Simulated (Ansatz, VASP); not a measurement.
# One calculation of TiAl, two programs

```
Ti Al
1.0
     2.89215    0.00000    0.00000
     0.00000    2.89215    0.00000
     0.00000    0.00000    3.75980
Ti Al
1 1
Direct
  0.00000 0.00000 0.00000
  0.50000 0.50000 0.50000
```

Alike in both runs: task single point; functional PBEsol; k mesh 22 × 22 × 22; occupations gaussian, width 0.15 eV; no spin polarisation.

```csv
,VASP,Ansatz
version,VASP 6.6.1,Ansatz 0.2.0
potentials or method,"VASP PAW PBE potentials, release 64 (Ti_sv, Al), cutoff 520 eV","scalar-relativistic, plane waves, PAW"
valence electrons in the cell,15,15
```

|  | VASP | Ansatz | Ansatz less VASP |
| --- | --- | --- | --- |
| gap on the k mesh at the Fermi level (eV) | none | none | - |
| pressure (GPa) | 0.2 | 0.2 | -0.05 |
| traceless stress, the component that is largest in VASP (GPa) | 4.30 | 4.30 | -0.001 |

VASP's potentials were made for PBE, not for PBEsol. A gap of «none» marks a metal or a gap that the smearing closes.
